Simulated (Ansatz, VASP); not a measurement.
## Two plane-wave programs on EuO

INCAR

```
PREC = Accurate
ENCUT = 600
EDIFF = 1E-6
ISMEAR = 0
SIGMA = 0.05
LREAL = False
LASPH = True
NELM = 200
ALGO = Normal
ISIF = 2
LWAVE = False
LCHARG = False
ISPIN = 2
MAGMOM = 7 0
LORBIT = 11
LMAXMIX = 6
LDAU = True
LDAUTYPE = 2
LDAUL = 3 -1
LDAUU = 6 0
LDAUJ = 0 0
LDAUPRINT = 1
GGA = PE
NBANDS = 22
GGA_COMPAT = False
```

Contents of KPOINTS:

```
Automatic mesh
0
Gamma
  10 10 10
```

Contents of POSCAR:

```
EuO
1.0
    0.0000000000      2.5719500000      2.5719500000
    2.5719500000      0.0000000000      2.5719500000
    2.5719500000      2.5719500000      0.0000000000
Eu O
1 1
Direct
    0.0000000000      0.0000000000      0.0000000000
    0.5000000000      0.5000000000      0.5000000000
```

Input for Ansatz:

```yaml
crystal:
  lattice:
    - [0.0, 2.57195, 2.57195]
    - [2.57195, 0.0, 2.57195]
    - [2.57195, 2.57195, 0.0]
  atoms:
    - { symbol: Eu, position: [0.0, 0.0, 0.0], spin: 7.0 }
    - { symbol: O, position: [0.5, 0.5, 0.5] }
basis:
  ecutwfc: 420
  ecutrho_ratio: 4
kpoints:
  mp_grid: { grid: [10, 10, 10] }
hamiltonian:
  xc: pbe
  hubbard: { sites: [{ species: Eu, l: f, u_eff: 6.0 }] }
scf:
  occupations: { method: gaussian, width: 0.05 }
  lower_state_search: "off"
output:
  forces: true
  stress: true
  eigenvalues: true
  populations: true
  hubbard: { sites: [{ species: Eu, l: f }] }
magnetization:
  spin_polarized: true
checkpoint:
  read: start.run
  write: ck
  compress: false
  write_wavefunctions: false
  write_every: 100000
```

Alike in both runs: task single point; functional PBE; k mesh 10 × 10 × 10; occupations gaussian, width 0.05 eV; collinear spin; Hubbard terms Eu f U = 6.0 eV.

|  | VASP | Ansatz |
| --- | --- | --- |
| version | VASP 6.6.1 | Ansatz 0.2.0 |
| potentials or method | VASP PAW PBE potentials, release 64 (Eu, O), cutoff 600 eV | scalar-relativistic, plane waves, PAW |
| valence electrons in the cell | 23 | 23 |

Ansatz gave:

* pressure (GPa): 1.7
* net moment per atom (μB): 3.50
* size of the moment on the site where the two differ most (μB): 6.75

Problem. Which values does VASP return?

Solution. Pressure (GPa): 1.2; net moment per atom (μB): 3.50; size of the moment on the site where the two differ most (μB): 6.73.

Site moments also hang on the region over which each program counts them. The programs project onto different local orbitals, so the same U acts differently, and such runs can settle in different states.

Spin-orbit coupling is off throughout.
